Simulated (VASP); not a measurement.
# BiAu (F-43m) in VASP: a series of runs

Aim: see how the results for BiAu move with the level of theory and the settings. Levels: PBE, r2SCAN. Tasks: single point.

All numbers are computed with VASP 6.6.1; they aren't measurements. Logs are shortened: lines on timing, memory, paths and dates and some standing lists are left out, and cuts for length are marked.

### 1 The cell of the first run

The structure is cubic, space group F-43m (No. 216). The conventional cell has a = 6.373 Å, b = 6.373 Å, c = 6.373 Å, α = 90.00°, β = 90.00°, γ = 90.00°. Au (site symmetry -43m) has 4 Bi at 2.76 Å within 3.6 Å. Bi (site symmetry -43m) has 4 Au at 2.76 Å within 3.6 Å.

### 2 Single point, PBE (32.36 Å³/atom)

INCAR reads:

```
PREC     = Accurate       # precision mode
ENCUT    = 520            # plane-wave cutoff, eV
EDIFF    = 1E-6           # SCF threshold, eV
ISMEAR   = 0              # smearing method
SIGMA    = 0.05           # smearing width, eV
LREAL    = False          # projectors in reciprocal space
LASPH    = True           # aspherical terms in the spheres
NELM     = 80             # most SCF steps
ALGO     = Normal         # electronic algorithm
ISIF     = 2              # what is computed and relaxed
LWAVE    = False          # write WAVECAR
LCHARG   = False          # write CHGCAR
GGA      = PE             # functional
NBANDS   = 20             # bands
```

KPOINTS reads:

```
Automatic mesh
0
Gamma
  6 6 6
```

POSCAR reads:

```
BiAu
1.0
    0.0000000000      3.1865152554      3.1865152554
    3.1865152554      0.0000000000      3.1865152554
    3.1865152554      3.1865152554      0.0000000000
Au Bi
1 1
Direct
    0.0000000000      0.0000000000      0.0000000000
    0.2500000000      0.2500000000      0.2500000000
```

Potentials or basis: VASP PAW PBE potentials, release 64 (Au, Bi_d).

Command:

```sh
$ cat potpaw_PBE.64/Au/POTCAR potpaw_PBE.64/Bi_d/POTCAR > POTCAR
$ mpirun -np 1 vasp_std > vasp.out
```

OUTCAR:

```text
PREC = Accurate
   ENCUT = 520
   EDIFF = 1E-6
   ISMEAR = 0
   LREAL = False
   LASPH = True
   NELM = 80
   ISIF = 2
   GGA = PE

 ion  position               nearest neighbor table
   1  0.000  0.000  0.000-   2 2.76   2 2.76   2 2.76   2 2.76
   2  0.250  0.250  0.250-   1 2.76   1 2.76   1 2.76   1 2.76

  LATTYP: Found a face centered cubic cell.
 ALAT       =     6.3730305108

  Lattice vectors:

 A1 = (   0.0000000000,   3.1865152554,   3.1865152554)
 A2 = (   3.1865152554,   0.0000000000,   3.1865152554)
 A3 = (   3.1865152554,   3.1865152554,   0.0000000000)

Analysis of symmetry for initial positions (statically):
=====================================================================
 Subroutine PRICEL returns:
 Original cell was already a primitive cell.

 Routine SETGRP: Setting up the symmetry group for a
 face centered cubic supercell.

 Subroutine GETGRP returns: Found 24 space group operations
 (whereof 24 operations were pure point group operations)
 out of a pool of 48 trial point group operations.

The static configuration has the point symmetry T_d .

Analysis of symmetry for dynamics (positions and initial velocities):
=====================================================================
 Subroutine PRICEL returns:
 Original cell was already a primitive cell.

 Routine SETGRP: Setting up the symmetry group for a
 face centered cubic supercell.

 Subroutine GETGRP returns: Found 24 space group operations
 (whereof 24 operations were pure point group operations)
 out of a pool of 48 trial point group operations.

The dynamic configuration has the point symmetry T_d .

 Subroutine INISYM returns: Found 24 space group operations
 (whereof 24 operations are pure point group operations),
 and found     1 'primitive' translations

----------------------------------------------------------------------------------------

                                     Primitive cell

  volume of cell :      64.7110

  direct lattice vectors                    reciprocal lattice vectors
     0.000000000  3.186515255  3.186515255    -0.156911221  0.156911221  0.156911221
     3.186515255  0.000000000  3.186515255     0.156911221 -0.156911221  0.156911221
     3.186515255  3.186515255  0.000000000     0.156911221  0.156911221 -0.156911221

[... 67 lines left out ...]
   ICHARG =      2    charge: 1-file 2-atom 10-const
   ISPIN  =      1    spin polarized calculation?
   LNONCOLLINEAR =      F non collinear calculations
   LSORBIT =      F    spin-orbit coupling
   LASPH  =      T    aspherical Exc in radial PAW
   ENCUT  =  520.0 eV  38.22 Ry    6.18 a.u.   8.38  8.38  8.38*2*pi/ulx,y,z
   NELM   =     80;   NELMIN=  2; NELMDL= -5     # of ELM steps
   EDIFF  = 0.1E-05   stopping-criterion for ELM
   LREAL  =      F    real-space projection
   EDIFFG = 0.1E-04   stopping-criterion for IOM
   NSW    =      0    number of steps for IOM
   IBRION =     -1    ionic relax: 0-MD 1-quasi-New 2-CG
   NFREE  =      0    steps in history (QN), initial steepest desc. (CG)
   ISIF   =      2    stress and relaxation
   ISYM   =      2    0-nonsym 1-usesym 2-fastsym
   POTIM  = 0.5000    time-step for ionic-motion
   TEBEG  =    0.0;   TEEND  =   0.0 temperature during run
   PSTRESS=    0.0 pullay stress
   NELECT =      26.0000    total number of electrons
   NUPDOWN=      -1.0000    fix difference up-down
   EMIN   =  10.00;   EMAX   =-10.00  energy-range for DOS
   EFERMI =   0.00;   METHOD = LEGACY
   ISMEAR =     0;   SIGMA  =   0.05  broadening in eV -4-tet -1-fermi 0-gaus
   EFERMI_NEDOS =   21; number of points for ismear=-14 and -15
   IALGO  =     38    algorithm
   IMIX   =      4    mixing-type and parameters
     AMIX     =   0.40;   BMIX     =  1.00
     AMIX_MAG =   1.60;   BMIX_MAG =  1.00
  volume/ion in A,a.u.               =      32.36       218.35
  Fermi-wavevector in a.u.,A,eV,Ry     =   1.208018  2.282822 19.855072  1.459307
  Thomas-Fermi vector in A             =   2.343638
   LORBIT       =      0    0 simple, 1 ext, 2 COOP (PROOUT), +10 PAW based schemes
   GGA     = PE    functional components
   LHFCALC =     F    Hartree Fock is set to
   AEXX    =    0.0000 exact exchange contribution
   IVDW    =     0    specifies the selected vdW correction
   LEPSILON=     F    determine dielectric tensor
   LRPA    =     F    only Hartree local field effects (RPA)
 non-spin polarized calculation
 Gauss-broadening in eV      SIGMA  =   0.05
  energy-cutoff  :      520.00
  volume of cell :       64.71
 maximum number of plane-waves:      1807
 NGX is ok and might be reduce to    36
   NGX = 17   NGY = 17   NGZ = 17

 number of electron      26.0000003 magnetization

 Free energy of the ion-electron system (eV)
  ---------------------------------------------------
  ext. energy  EPLUGINS =         0.00000000
  ---------------------------------------------------
  free energy    TOTEN  =        -6.66681662 eV

  energy without entropy =       -6.66527447  energy(sigma->0) =       -6.66604554

 E-fermi :   4.7602     XC(G=0):  -9.3327

 val. band max:        4.7527306540   @ k =   0.3333   0.3333   0.0000
 cond. band min:       5.0538502674   @ k =  -0.3333   0.3333   0.0000
 fundamental gap:      0.3011196134
 Fermi energy:         4.7602324681

 k-point     1 :       0.0000    0.0000    0.0000
  band No.  band energies     occupation
      1     -17.8301      2.00000
      2     -17.8301      2.00000
      3     -17.8301      2.00000
      4     -17.7949      2.00000
      5     -17.7949      2.00000
      6      -6.8587      2.00000
[... 357 lines left out ...]
     19      16.6012      0.00000
     20      17.5234      0.00000

------------------------ aborting loop because EDIFF is reached ----------------------------------------

  FORCE on cell =-STRESS in cart. coord.  units (eV):
  Direction    XX          YY          ZZ          XY          YZ          ZX
  --------------------------------------------------------------------------------------
  -------------------------------------------------------------------------------------
  Total        0.9054790      0.9054790      0.9054790      0.0000000      0.0000000      0.0000000
  in kB       22.4187270     22.4187270     22.4187270      0.0000000      0.0000000      0.0000000
  external PRESSURE =      22.4187270 kB  Pullay stress =       0.0000000 kB

 VOLUME and BASIS-vectors are now :
 -----------------------------------------------------------------------------
  energy-cutoff  :      520.00
  volume of cell :       64.71
      direct lattice vectors                 reciprocal lattice vectors
     0.000000000  3.186515255  3.186515255    -0.156911221  0.156911221  0.156911221
     3.186515255  0.000000000  3.186515255     0.156911221 -0.156911221  0.156911221
     3.186515255  3.186515255  0.000000000     0.156911221  0.156911221 -0.156911221

 POSITION                                       TOTAL-FORCE (eV/Angst)
 -----------------------------------------------------------------------------------
      0.00000      0.00000      0.00000        -0.000000      0.000000      0.000000
      1.59326      1.59326      1.59326         0.000000     -0.000000     -0.000000
 -----------------------------------------------------------------------------------
    total drift:                                0.000000      0.000000      0.000000

  FREE ENERGIE OF THE ION-ELECTRON SYSTEM (eV)
  ---------------------------------------------------
  free  energy   TOTEN  =        -6.6668166184 eV

  energy  without entropy=       -6.6652744715  energy(sigma->0) =       -6.66604554
```

OSZICAR:

```text
N       E                     dE             d eps       ncg     rms          rms(c)
DAV:   1     0.229117945138E+03    0.22912E+03   -0.13052E+04   640   0.139E+03
DAV:   2     0.922655956288E+01   -0.21989E+03   -0.21149E+03   640   0.378E+02
DAV:   3    -0.659567367641E+01   -0.15822E+02   -0.15737E+02   768   0.108E+02
DAV:   4    -0.701402670355E+01   -0.41835E+00   -0.41816E+00   756   0.177E+01
DAV:   5    -0.703050116238E+01   -0.16474E-01   -0.16474E-01   884   0.331E+00    0.509E+00
DAV:   6    -0.669214038184E+01    0.33836E+00   -0.18879E+00   684   0.873E+00    0.359E+00
DAV:   7    -0.667406534482E+01    0.18075E-01   -0.61075E-02   716   0.227E+00    0.197E+00
DAV:   8    -0.666718326152E+01    0.68821E-02   -0.17890E-02   804   0.124E+00    0.166E-01
DAV:   9    -0.666682469013E+01    0.35857E-03   -0.13998E-03   752   0.411E-01    0.972E-02
DAV:  10    -0.666680755617E+01    0.17134E-04   -0.45073E-04   732   0.238E-01    0.187E-02
DAV:  11    -0.666681479700E+01   -0.72408E-05   -0.12308E-05   700   0.295E-02    0.518E-03
DAV:  12    -0.666681617698E+01   -0.13800E-05   -0.16270E-06   620   0.103E-02    0.175E-03
DAV:  13    -0.666681661840E+01   -0.44143E-06   -0.26426E-07   532   0.360E-03
   1 F= -.66668166E+01 E0= -.66660455E+01  d E =-.154215E-02
```

Run time: 13 s. Hardware: 1 thread of AMD EPYC 9R45 (Zen 5), shared host; peak memory 0.18 GiB.

Results:

```
Free energy            : -6.6668 eV
Pressure               : 2.2 GPa
Band gap on the k mesh : zero (bands 13 and 14 overlap by 3.64 eV)
```

Caveat: spin-orbit coupling is left out, which moves the levels of the heavy elements.

(Part 1 of 3 ends here.)
